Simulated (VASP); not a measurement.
Input of a VASP 6.6.1 run:

POSCAR

```
MgB2
1.0
    3.0897861850      0.0000000000      0.0000000000
   -1.5448930925      2.6758333285      0.0000000000
    0.0000000000      0.0000000000      3.5120909540
Mg B
1 2
Direct
    0.0000000000      0.0000000000      0.0000000000
    0.3333333333      0.6666666667      0.5000000000
    0.6666666667      0.3333333333      0.5000000000
```

Contents of INCAR.step1:

```
ALGO = Normal
EDIFF = 1E-4
ENCUT = 520
GGA = PE
ISMEAR = 0
LASPH = True
LCHARG = False
LREAL = False
LWAVE = True
NBANDS = 11
NELM = 100
PREC = Accurate
SIGMA = 0.05
```

File INCAR.step2:

```
ALGO = Normal
BPARAM = 11.95
CPARAM = 0.0093
EDIFF = 1E-6
ENCUT = 520
ISIF = 2
ISMEAR = 0
ISTART = 1
IVDW_NL = 2
LASPH = True
LCHARG = False
LMIXTAU = True
LREAL = False
LUSE_VDW = True
LWAVE = False
METAGGA = R2SCAN
NBANDS = 11
NELM = 100
PREC = Accurate
SIGMA = 0.05
```

Contents of KPOINTS:

```
k-points
0
Gamma
  8 8 6
```

Potentials or basis: VASP PAW PBE potentials, release 64 (Mg, B).

Run with:

```console
$ cat potpaw_PBE.64/Mg/POTCAR potpaw_PBE.64/B/POTCAR > POTCAR
$ cp INCAR.step1 INCAR
$ mpirun -np 1 vasp_std > vasp.out
$ cp INCAR.step2 INCAR
$ mpirun -np 1 vasp_std > vasp.out
```

Question: Predict the band gap on the k mesh.

Answer: Zero (bands 4 and 5 overlap by 2.70 eV).

Question: Estimate the pressure.

Answer: -3.0 GPa.

Stress tensor (GPa, compression positive):
```
-2.77  0.00  0.00
 0.00 -2.77  0.00
 0.00  0.00 -3.48
```

Caveat: the cell stands under tension; the PAW data sets were made with another functional, which shifts forces and pressure a little.
